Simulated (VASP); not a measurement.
# C (P6_3/mmc) in VASP: further runs

Runs on C. Level: PBE. Tasks: relaxation of cell and atoms, single point.

Program: VASP 6.6.1. These are calculated values, not measurements. Logs are shortened: lines on timing, memory, paths and dates and some standing lists are left out, and cuts for length are marked.

## 1. The cell of the first run

It takes space group P6_3/mmc (No. 194, hexagonal). Conventional cell: a = 2.648 Å, b = 2.648 Å, c = 9.341 Å, α = 90.00°, β = 90.00°, γ = 120.00°. Within 2.1 Å of C (site symmetry 3m) lie 4 C at 1.60 to 1.70 Å. C (site symmetry -6m2) has 3 C at 1.53 Å within 2.0 Å. C (site symmetry -6m2) has 5 C at 1.53 to 1.60 Å within 2.0 Å. C (site symmetry -3m) has 6 C at 1.70 Å within 2.3 Å.

## 2. Relaxation of cell and atoms, PBE

The input, INCAR:

```
ALGO = Normal ; EDIFF = 1E-6
EDIFFG = -0.04 ; ENCUT = 600
GGA = PE ; IBRION = 2
ISIF = 3 ; ISMEAR = 0
LASPH = True ; LCHARG = False
LREAL = False ; LWAVE = False
NELM = 100 ; NSW = 90
PREC = Accurate ; SIGMA = 0.1
```

The input, KPOINTS:

```
k-points
0
Gamma
  6 6 2
```

The input, POSCAR:

```
C
1.0
    2.6478986000      0.0000000000      0.0000000000
   -1.3239493000      2.2931474500      0.0000000000
    0.0000000000      0.0000000000      9.3406367700
C
10
Direct
    0.3333333300      0.6666666700      0.5790258200
    0.6666666700      0.3333333300      0.0790258200
    0.0000000000      0.0000000000      0.7500000000
    0.3333333300      0.6666666700      0.9209741800
    0.0000000000      0.0000000000      0.2500000000
    0.6666666700      0.3333333300      0.4209741800
    0.3333333300      0.6666666700      0.7500000000
    0.0000000000      0.0000000000      0.5000000000
    0.6666666700      0.3333333300      0.2500000000
    0.0000000000      0.0000000000      0.0000000000
```

Potentials or basis: VASP PAW PBE potentials, release 64 (C).

Command:

```console
> cat potpaw_PBE.64/C/POTCAR > POTCAR
> mpirun -np 1 vasp_std > vasp.out
```

OUTCAR:

```text
EDIFF = 1E-6
   EDIFFG = -0.04
   ENCUT = 600
   GGA = PE
   IBRION = 2
   ISIF = 3
   ISMEAR = 0
   LASPH = True
   LREAL = False
   NELM = 100
   NSW = 90
   PREC = Accurate

 ion  position               nearest neighbor table
   1  0.333  0.667  0.579-   7 1.60   8 1.70   8 1.70   8 1.70
   2  0.667  0.333  0.079-   9 1.60  10 1.70  10 1.70  10 1.70
   3  0.000  0.000  0.750-   7 1.53   7 1.53   7 1.53
   4  0.333  0.667  0.921-   7 1.60  10 1.70  10 1.70  10 1.70
   5  0.000  0.000  0.250-   9 1.53   9 1.53   9 1.53
   6  0.667  0.333  0.421-   9 1.60   8 1.70   8 1.70   8 1.70
   7  0.333  0.667  0.750-   3 1.53   3 1.53   3 1.53   4 1.60   1 1.60
   8  0.000  0.000  0.500-   1 1.70   6 1.70   1 1.70   6 1.70   6 1.70   1 1.70
   9  0.667  0.333  0.250-   5 1.53   5 1.53   5 1.53   6 1.60   2 1.60
  10  0.000  0.000  0.000-   2 1.70   4 1.70   4 1.70   2 1.70   2 1.70   4 1.70

  LATTYP: Found a hexagonal cell.
 ALAT       =     2.6478986000
 C/A-ratio  =     3.5275658856

  Lattice vectors:

 A1 = (   2.6478986000,   0.0000000000,   0.0000000000)
 A2 = (  -1.3239493000,   2.2931474500,   0.0000000000)
 A3 = (   0.0000000000,   0.0000000000,   9.3406367700)

Analysis of symmetry for initial positions (statically):
=====================================================================
 Subroutine PRICEL returns:
 Original cell was already a primitive cell.

 Routine SETGRP: Setting up the symmetry group for a
 hexagonal supercell.

 Subroutine GETGRP returns: Found 24 space group operations
 (whereof 12 operations were pure point group operations)
 out of a pool of 24 trial point group operations.

The static configuration has the point symmetry D_3d.
 The point group associated with its full space group is D_6h.

Analysis of symmetry for dynamics (positions and initial velocities):
=====================================================================
 Subroutine PRICEL returns:
 Original cell was already a primitive cell.

 Routine SETGRP: Setting up the symmetry group for a
 hexagonal supercell.

 Subroutine GETGRP returns: Found 24 space group operations
 (whereof 12 operations were pure point group operations)
 out of a pool of 24 trial point group operations.

The dynamic configuration has the point symmetry D_3d.
 The point group associated with its full space group is D_6h.

 Subroutine INISYM returns: Found 24 space group operations
 (whereof 12 operations are pure point group operations),
 and found     1 'primitive' translations

----------------------------------------------------------------------------------------

                                     Primitive cell

  volume of cell :      56.7166

  direct lattice vectors                    reciprocal lattice vectors
     2.647898600  0.000000000  0.000000000     0.377657966  0.218040929  0.000000000
    -1.323949300  2.293147450  0.000000000     0.000000000  0.436081858  0.000000000
     0.000000000  0.000000000  9.340636770     0.000000000  0.000000000  0.107059082

  length of vectors
     2.647898600  2.647898596  9.340636770     0.436081857  0.436081858  0.107059082

  position of ions in fractional coordinates (direct lattice)
     0.333333330  0.666666670  0.579025820
     0.666666670  0.333333330  0.079025820
     0.000000000  0.000000000  0.750000000
     0.333333330  0.666666670  0.920974180
     0.000000000  0.000000000  0.250000000
     0.666666670  0.333333330  0.420974180
     0.333333330  0.666666670  0.750000000
     0.000000000  0.000000000  0.500000000
     0.666666670  0.333333330  0.250000000
     0.000000000  0.000000000  0.000000000

  ion indices of the primitive-cell ions
   primitive index   ion index
                 1           1
                 2           2
                 3           3
                 4           4
                 5           5
                 6           6
                 7           7
                 8           8
                 9           9
                10          10

----------------------------------------------------------------------------------------

 KPOINTS: k-points

Automatic generation of k-mesh.
 Grid dimensions read from file:
 generate k-points for:    6    6    2

 Generating k-lattice:

  Cartesian coordinates                     Fractional coordinates (reciprocal lattice)
     0.062942994  0.036340155  0.000000000     0.166666667  0.000000000  0.000000000
     0.000000000  0.072680310  0.000000000     0.000000000  0.166666667  0.000000000
     0.000000000  0.000000000  0.053529541     0.000000000  0.000000000  0.500000000

  Length of vectors
     0.072680310  0.072680310  0.053529541

  Shift w.r.t. Gamma in fractional coordinates (k-lattice)
     0.000000000  0.000000000  0.000000000

 Subroutine IBZKPT returns following result:
 ===========================================

 Found     14 irreducible k-points:

 Following reciprocal coordinates:
            Coordinates               Weight
  0.000000  0.000000  0.000000      1.000000
  0.166667  0.000000  0.000000      6.000000
  0.333333  0.000000  0.000000      6.000000
  0.500000 -0.000000  0.000000      3.000000
  0.166667  0.166667  0.000000      6.000000
  0.333333  0.166667  0.000000     12.000000
  0.333333  0.333333  0.000000      2.000000
  0.000000  0.000000  0.500000      1.000000
  0.166667  0.000000  0.500000      6.000000
  0.333333  0.000000  0.500000      6.000000
  0.500000 -0.000000  0.500000      3.000000
  0.166667  0.166667  0.500000      6.000000
  0.333333  0.166667  0.500000     12.000000
  0.333333  0.333333  0.500000      2.000000
   k-points           NKPTS =     14   k-points in BZ     NKDIM =     14   number of bands    NBANDS=     26
   number of dos      NEDOS =    301   number of ions     NIONS =     10
   total plane-waves  NPLWV =  46080
   dimension x,y,z NGX =    24 NGY =   24 NGZ =   80
   dimension x,y,z NGXF=    48 NGYF=   48 NGZF=  160
   ions per type =              10
   NGX,Y,Z   is equivalent  to a cutoff of  15.07, 15.07, 14.24 a.u.
   NGXF,Y,Z  is equivalent  to a cutoff of  30.14, 30.14, 28.48 a.u.
 SYSTEM =  unknown system
   PREC   = accura    normal or accurate (medium, high low for compatibility)
   ISTART =      0    job   : 0-new  1-cont  2-samecut
   ICHARG =      2    charge: 1-file 2-atom 10-const
   ISPIN  =      1    spin polarized calculation?
   LNONCOLLINEAR =      F non collinear calculations
   LSORBIT =      F    spin-orbit coupling
   LASPH  =      T    aspherical Exc in radial PAW
   ENCUT  =  600.0 eV  44.10 Ry    6.64 a.u.   5.29  5.29 18.66*2*pi/ulx,y,z
   NELM   =    100;   NELMIN=  2; NELMDL= -5     # of ELM steps
   EDIFF  = 0.1E-05   stopping-criterion for ELM
   LREAL  =      F    real-space projection
   EDIFFG = -.4E-01   stopping-criterion for IOM
   NSW    =     90    number of steps for IOM
   IBRION =      2    ionic relax: 0-MD 1-quasi-New 2-CG
   NFREE  =      1    steps in history (QN), initial steepest desc. (CG)
   ISIF   =      3    stress and relaxation
   ISYM   =      2    0-nonsym 1-usesym 2-fastsym
   POTIM  = 0.5000    time-step for ionic-motion
   TEBEG  =    0.0;   TEEND  =   0.0 temperature during run
   PSTRESS=    0.0 pullay stress
   NELECT =      40.0000    total number of electrons
   NUPDOWN=      -1.0000    fix difference up-down
   EMIN   =  10.00;   EMAX   =-10.00  energy-range for DOS
   EFERMI =   0.00;   METHOD = LEGACY
   ISMEAR =     0;   SIGMA  =   0.10  broadening in eV -4-tet -1-fermi 0-gaus
   EFERMI_NEDOS =   21; number of points for ismear=-14 and -15
   IALGO  =     38    algorithm
   IMIX   =      4    mixing-type and parameters
     AMIX     =   0.40;   BMIX     =  1.00
     AMIX_MAG =   1.60;   BMIX_MAG =  1.00
  volume/ion in A,a.u.               =       5.67        38.27
  Fermi-wavevector in a.u.,A,eV,Ry     =   1.457219  2.753745 28.891806  2.123488
  Thomas-Fermi vector in A             =   2.574046
   LORBIT       =      0    0 simple, 1 ext, 2 COOP (PROOUT), +10 PAW based schemes
   GGA     = PE    functional components
   LHFCALC =     F    Hartree Fock is set to
   AEXX    =    0.0000 exact exchange contribution
   IVDW    =     0    specifies the selected vdW correction
   LEPSILON=     F    determine dielectric tensor
   LRPA    =     F    only Hartree local field effects (RPA)
 conjugate gradient relaxation of ions
 non-spin polarized calculation
 Gauss-broadening in eV      SIGMA  =   0.10
  energy-cutoff  :      600.00
  volume of cell :       56.72
 maximum number of plane-waves:      1908
 NGX is ok and might be reduce to    24
   NGX = 11   NGY = 11   NGZ = 37

--------------------------------------- Ionic step        1  -------------------------------------------

 number of electron      39.9999998 magnetization

 Free energy of the ion-electron system (eV)
  ---------------------------------------------------
  ext. energy  EPLUGINS =         0.00000000
  ---------------------------------------------------
  free energy    TOTEN  =       -65.07052799 eV

  energy without entropy =      -65.05326067  energy(sigma->0) =      -65.06189433

 E-fermi :  11.7450     XC(G=0): -13.4416

 val. band max:       11.7187522836   @ k =   0.3333   0.1667   0.0000
 cond. band min:      11.7637882968   @ k =   0.1667   0.0000   0.0000
 fundamental gap:      0.0450360133
 Fermi energy:        11.7449957263

 k-point     1 :       0.0000    0.0000    0.0000
  band No.  band energies     occupation
      1     -11.8647      2.00000
      2     -10.6312      2.00000
      3     -10.4522      2.00000
      4      -7.6905      2.00000
      5      -4.8412      2.00000
      6      -0.4965      2.00000
[... 520 lines left out ...]
  FREE ENERGIE OF THE ION-ELECTRON SYSTEM (eV)
  ---------------------------------------------------
  free  energy   TOTEN  =       -71.0327614852 eV

  energy  without entropy=      -71.0174260103  energy(sigma->0) =      -71.02509375

[... ionic steps 4 to 10 ...]

--------------------------------------- Ionic step       11  -------------------------------------------

 number of electron      40.0000007 magnetization

------------------------ aborting loop because EDIFF is reached ----------------------------------------

  FORCE on cell =-STRESS in cart. coord.  units (eV):
  Direction    XX          YY          ZZ          XY          YZ          ZX
  --------------------------------------------------------------------------------------
  -------------------------------------------------------------------------------------
  Total       -0.0166648     -0.0166648     -0.2224482      0.0000000      0.0000000     -0.0000000
  in kB       -0.3535428     -0.3535428     -4.7192129      0.0000000      0.0000000     -0.0000000
  external PRESSURE =      -1.8087662 kB  Pullay stress =       0.0000000 kB
[... 73 lines left out ...]
  energy  without entropy=      -73.0741899137  energy(sigma->0) =      -73.07790267

--------------------------------------- Ionic step       13  -------------------------------------------

 number of electron      40.0000008 magnetization

 Free energy of the ion-electron system (eV)
  ---------------------------------------------------
  ext. energy  EPLUGINS =         0.00000000
  ---------------------------------------------------
  free energy    TOTEN  =       -73.08215499 eV

  energy without entropy =      -73.07410321  energy(sigma->0) =      -73.07812910

 E-fermi :   6.7221     XC(G=0): -11.6867

 val. band max:        6.6930558773   @ k =   0.3333   0.3333   0.5000
 cond. band min:       6.7893650753   @ k =   0.3333   0.3333   0.0000
 fundamental gap:      0.0963091980
 Fermi energy:         6.7220950340

 k-point     1 :       0.0000    0.0000    0.0000
  band No.  band energies     occupation
      1     -15.2677      2.00000
      2     -15.2590      2.00000
      3     -12.3681      2.00000
      4     -12.3250      2.00000
      5      -6.5451      2.00000
      6      -6.2829      2.00000
[... 432 lines left out ...]
  FREE ENERGIE OF THE ION-ELECTRON SYSTEM (eV)
  ---------------------------------------------------
  free  energy   TOTEN  =       -73.0821549855 eV

  energy  without entropy=      -73.0741032124  energy(sigma->0) =      -73.07812910

 reached required accuracy - stopping structural energy minimisation
```

Wall time 3.3 min (1 thread of AMD EPYC 9R45 (Zen 5), shared host); peak memory 0.17 GiB.

What came out:

```yaml
Free_energy: -73.0822 eV
Relaxed_volume: 7.51 Å³/atom
Relaxed_cell: a = 2.520 Å, b = 2.520 Å, c = 13.664 Å, α = 90.00°, β = 90.00°, γ = 120.00°
Space_group_after_relaxing_to_0.05_Å: P6_3/mmc (No. 194)
Energy_gained_by_relaxing: 801.2 meV/atom
Ionic_steps: 13
Pressure_after_relaxing: 0.1 GPa
Band_gap_on_the_k_mesh: zero (band 20 reaches 7.61 eV, above the bottom of band 21 at 6.61 eV)
```

Stress tensor (GPa, compression positive):
```
 0.16  0.00  0.00
 0.00  0.16  0.00
 0.00  0.00 -0.04
```

Step by step:
```
step  energy change (eV)  largest force (eV/Å)  pressure (GPa)  volume (Å³)
   1              0.0000                0.4947           45.64        56.72
   2             -5.9005                2.2049          -18.53        69.79
   3             -5.9622                3.0537          -23.80        73.03
   4             -7.2778                1.3152           32.32        66.65
   5             -7.6718                0.3443           11.82        68.49
   6             -7.9304                0.3080            6.91        72.20
   7             -7.9754                0.1226            3.85        74.76
   8             -7.9590                0.0238           -6.84        77.12
   9             -8.0079                0.0756           -1.15        75.82
  10             -8.0092                0.1705            0.44        75.34
  11             -8.0101                0.0744           -0.18        75.52
  12             -8.0111                0.0442           -0.07        75.36
  13             -8.0116                0.0001            0.10        75.12
```

Final structure:
```xyz
10
Lattice="2.5196 0.0000 0.0000 -1.2598 2.1820 0.0000 0.0000 0.0000 13.6639" Properties=species:S:1:pos:R:3 pbc="T T T"
C     0.0000    1.4547    7.6416
C     1.2598    0.7273    0.8097
C     0.0000    0.0000   10.2479
C     0.0000    1.4547   12.8542
C     0.0000    0.0000    3.4160
C     1.2598    0.7273    6.0223
C     0.0000    1.4547   10.2479
C     2.5196    0.0000    6.8319
C     1.2598    0.7273    3.4160
C     2.5196    0.0000    0.0000
```

Levels at points of the mesh, in eV from the Fermi level:
| k point | band 17 | band 18 | band 19 | band 20 | band 21 | band 22 | band 23 | band 24 |
| --- | --- | --- | --- | --- | --- | --- | --- | --- |
| (0.00, 0.00, 0.00) | -2.44 | -2.44 | 0.43 | 0.88 | 0.88 | 0.88 | 0.88 | 1.68 |
| (0.50, 0.00, 0.00) | -3.02 | -2.54 | -1.05 | -0.54 | 0.62 | 0.81 | 2.02 | 2.04 |
| (0.00, 0.00, 0.50) | -2.44 | -2.44 | 0.89 | 0.89 | 0.89 | 0.89 | 1.15 | 1.15 |
| (0.50, 0.00, 0.50) | -2.79 | -2.79 | -0.84 | -0.84 | 0.78 | 0.78 | 2.03 | 2.03 |

Caveat: the k points lie up to 0.48 Å⁻¹ apart in the final cell; the volume moved by over 15 % at a fixed basis, so the end points are rough.

## 3. Single point, PBE, collinear spin, ferromagnetic start

This run uses another cell than the first one, of 9.91 Å³/atom, 1.747 times its volume.

The input, INCAR:

```
SYSTEM = C
PREC = Accurate ; ENCUT = 520
EDIFF = 1E-6 ; ISMEAR = 0
SIGMA = 0.1 ; LREAL = .FALSE.
LASPH = .TRUE. ; NELM = 150
ALGO = Normal ; ISIF = 2
LWAVE = .FALSE. ; LCHARG = .FALSE.
ISPIN = 2 ; MAGMOM = 1 1 1 1 1 1 1 1 1 1
LORBIT = 11 ; GGA = PE
NBANDS = 35
```

The input, KPOINTS:

```
regular mesh
0
G
  6 6 1
  0 0 0
```

The input, POSCAR:

```
C
1.0
    2.5165596678      0.0000000000      0.0000000000
   -1.2582798339      2.1794046025      0.0000000000
    0.0000000000      0.0000000000     18.0655892131
C
10
Direct
    0.3333333333      0.6666666667      0.5450288790
    0.6666666667      0.3333333333      0.0450288790
    0.0000000000      0.0000000000      0.7500000000
    0.3333333333      0.6666666667      0.9549711210
    0.0000000000      0.0000000000      0.2500000000
    0.6666666667      0.3333333333      0.4549711210
    0.3333333333      0.6666666667      0.7500000000
    0.0000000000      0.0000000000      0.5000000000
    0.6666666667      0.3333333333      0.2500000000
    0.0000000000      0.0000000000      0.0000000000
```

Potentials or basis: VASP PAW PBE potentials, release 64 (C).

Command:

```console
> cat potpaw_PBE.64/C/POTCAR > POTCAR
> mpirun -np 1 vasp_std > vasp.out
```

It took 79 s on 1 thread of AMD EPYC 9R45 (Zen 5), shared host; peak memory 0.23 GiB.

Results (log left out):

- Free energy: -73.9146 eV
- Pressure: 0.4 GPa
- Largest force: 0.043 eV/Å
- Net moment: 0.08 μB per cell
- Valence electrons inside the program's atomic spheres: C 2.27, 2.57, 2.44

Forces in eV/Å, atoms in the order of the input:
```
C    0.000  0.000  0.043
C    0.000  0.000  0.043
C    0.000  0.000  0.000
C    0.000  0.000 -0.043
C    0.000  0.000  0.000
C    0.000  0.000 -0.043
C    0.000  0.000  0.000
C    0.000  0.000  0.000
C    0.000  0.000  0.000
C    0.000  0.000  0.000
```

Stress tensor (GPa, compression positive):
```
0.47 0.00 0.00
0.00 0.47 0.00
0.00 0.00 0.31
```

Levels at points of the mesh, in eV from the Fermi level:
Spin up:
```csv
k point,band 16,band 17,band 18,band 19,band 20,band 21,band 22,band 23,band 24,band 25
"(0.00, 0.00, 0.00)",-2.77,-2.77,-2.77,-0.21,0.02,0.56,0.56,0.56,0.56,5.65
"(0.50, 0.00, 0.00)",-6.25,-2.28,-2.25,-1.30,-1.26,0.27,0.29,1.66,1.68,1.70
```
Spin down:
```csv
k point,band 18,band 19,band 20,band 21,band 22,band 23
"(0.00, 0.00, 0.00)",-2.77,-0.21,0.02,0.56,0.56,0.56
"(0.50, 0.00, 0.00)",-2.19,-1.30,-1.25,0.27,0.29,1.70
```

Caveat: the k points lie up to 0.48 Å⁻¹ apart; this functional lacks dispersion, which binds the layers, so the pressure and a relaxed spacing across them are unreliable.

[end of part 1 of 2]
